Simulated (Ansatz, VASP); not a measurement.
**NaF: VASP beside Ansatz**

File POSCAR:

```
NaF
1.0
    0.0000000000      2.1056067900      2.3233000000
    2.5409932100      0.0000000000      2.3233000000
    2.5409932100      2.1056067900      0.0000000000
Na F
1 1
Direct
    0.0000000000      0.0000000000      0.0000000000
    0.5000000000      0.5000000000      0.5000000000
```

INCAR.step1

```
PREC = Accurate
ENCUT = 520
ISMEAR = 0
SIGMA = 0.05
LREAL = False
LASPH = True
NELM = 100
NBANDS = 14
GGA = PE
ALGO = Normal
EDIFF = 1E-4
LWAVE = True
LCHARG = False
```

File INCAR.step2:

```
PREC = Accurate
ENCUT = 520
EDIFF = 1E-6
ISMEAR = 0
SIGMA = 0.05
LREAL = False
LASPH = True
NELM = 100
ALGO = Normal
ISIF = 2
LWAVE = False
LCHARG = False
METAGGA = R2SCAN
LMIXTAU = True
NBANDS = 14
ISTART = 1
```

File KPOINTS:

```
Automatic mesh
0
Gamma
  8 8 8
```

Input for Ansatz:

```yaml
crystal:
  lattice:
    - [0.0, 2.10560679, 2.3233]
    - [2.54099321, 0.0, 2.3233]
    - [2.54099321, 2.10560679, 0.0]
  atoms:
    - { symbol: Na, position: [0.0, 0.0, 0.0] }
    - { symbol: F, position: [0.5, 0.5, 0.5] }
basis:
  ecutwfc: 500
kpoints:
  mp_grid: { grid: [8, 8, 8] }
hamiltonian:
  xc: r2scan
scf:
  occupations: { method: gaussian, width: 0.05 }
output:
  forces: true
  stress: true
  eigenvalues: true
```

Change from the starting cell: strain +0.0937 x Voigt [1, -1, 0, 0, 0, 0], atoms carried along.

Alike in both runs: task single point; functional r2SCAN; k mesh 8 × 8 × 8; occupations gaussian, width 0.05 eV; no spin polarisation.

|  | VASP | Ansatz |
| --- | --- | --- |
| version | VASP 6.6.1 | Ansatz 0.2.0 |
| potentials or method | VASP PAW PBE potentials, release 64 (Na_pv, F), cutoff 520 eV | scalar-relativistic, plane waves, PAW |
| valence electrons in the cell | 14 | 16 |

```tsv
	VASP	Ansatz	Ansatz less VASP
gap on the k mesh at the Fermi level (eV)	7.08	7.06	-0.014
least direct gap on the mesh (eV)	7.08	7.06	-0.014
pressure (GPa)	1.9	2.3	+0.45
traceless stress, the component that is largest in VASP (GPa)	11.21	10.89	-0.318
```

VASP's potentials were made for PBE, not for r2SCAN. VASP's potentials hold 14 valence electrons a cell and Ansatz's 16, so a difference there can come from the potentials and not from the codes.
